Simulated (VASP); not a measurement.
Set up this calculation in VASP 6.6.1, as the native input.

| Quantity | Value |
| --- | --- |
| Task | single point |
| Functional | LDA |
| Potentials or basis | VASP PAW LDA potentials, release 64 (Sr_sv, O) |
| Cutoff | 520 eV |
| k mesh | 8 × 8 × 8 |
| Occupations | gaussian, width 0.01 eV |
| Spin | no spin polarisation |
| Dipole correction | no |
| Further INCAR settings | ALGO = Normal; EDIFF = 1e-07; NBANDS = 15 |

The structure of SrO (qlda) lies in POSCAR:

```
SrO
1.0
    0.0000000000      2.5323443919      2.5323443919
    2.5323443919      0.0000000000      2.5323443919
    2.5323443919      2.5323443919      0.0000000000
Sr O
1 1
Direct
    0.0000000000      0.0000000000      0.0000000000
    0.5000000000      0.5000000000      0.5000000000
```

These files were run (other wordings do the same):

INCAR

```
SYSTEM = SrO
ALGO     = Normal         ! electronic algorithm
EDIFF    = 1E-7           ! SCF threshold, eV
ENCUT    = 520            ! plane-wave cutoff, eV
GGA      = CA             ! functional
ISIF     = 2              ! what is computed and relaxed
ISMEAR   = 0              ! smearing method
LASPH    = .TRUE.         ! aspherical terms in the spheres
LCHARG   = .FALSE.        ! write CHGCAR
LREAL    = .FALSE.        ! projectors in reciprocal space
LWAVE    = .FALSE.        ! write WAVECAR
NBANDS   = 15             ! bands
NELM     = 60             ! most SCF steps
PREC     = Accurate       ! precision mode
SIGMA    = 0.01           ! smearing width, eV
```

KPOINTS

```
k-points
0
G
  8 8 8
  0 0 0
```

Potentials or basis: VASP PAW LDA potentials, release 64 (Sr_sv, O).

Command:

```console
$ cat potpaw_LDA.64/Sr_sv/POTCAR potpaw_LDA.64/O/POTCAR > POTCAR
$ mpirun -np 1 vasp_std > vasp.out
```

It gave:

```yaml
Pressure: 0.8 GPa
Band_gap_on_the_k_mesh: 3.06 eV, indirect (least direct gap 3.11 eV)
```

It took 10 s on 1 thread of Intel(R) Xeon(R) Platinum 8488C (Sapphire Rapids) (shared host), peak memory 0.14 GiB.
